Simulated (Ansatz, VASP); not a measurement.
**Two plane-wave programs on Zr4Ag**

```xyz
5
Lattice="-2.7236 2.7236 4.1589 2.7236 -2.7236 4.1589 2.7236 2.7236 -4.1589" Properties=species:S:1:pos:R:3 pbc="T T T"
Zr    0.0000    2.7236    0.0000
Zr    2.7236    0.0000    0.0000
Zr    0.0000    0.0000    1.4839
Zr    0.0000    0.0000    6.8340
Ag    0.0000    0.0000    4.1589
```

Alike in both runs: functional PBE; k mesh 5 × 5 × 5; occupations gaussian, width 0.2 eV; no spin polarisation.

Ansatz relaxed the structure, and its values are those at the end. VASP's run is a single point on that final structure, the one shown.

```csv
,VASP,Ansatz
version,VASP 6.6.1,Ansatz 0.2.0
potentials or method,"VASP PAW PBE potentials, release 64 (Zr_sv, Ag), cutoff 520 eV","scalar-relativistic, plane waves, PAW"
valence electrons in the cell,59,67
```

|  | VASP | Ansatz | Ansatz less VASP |
| --- | --- | --- | --- |
| gap on the k mesh at the Fermi level (eV) | none | none | - |
| pressure (GPa) | -0.1 | 0.0 | +0.03 |
| rms of the force components (eV/Å) | 0.013 | 0.015 | +0.0028 |

A gap of «none» marks a metal or a gap that the smearing closes. VASP's potentials hold 59 valence electrons a cell and Ansatz's 67, so a difference there can come from the potentials and not from the codes.
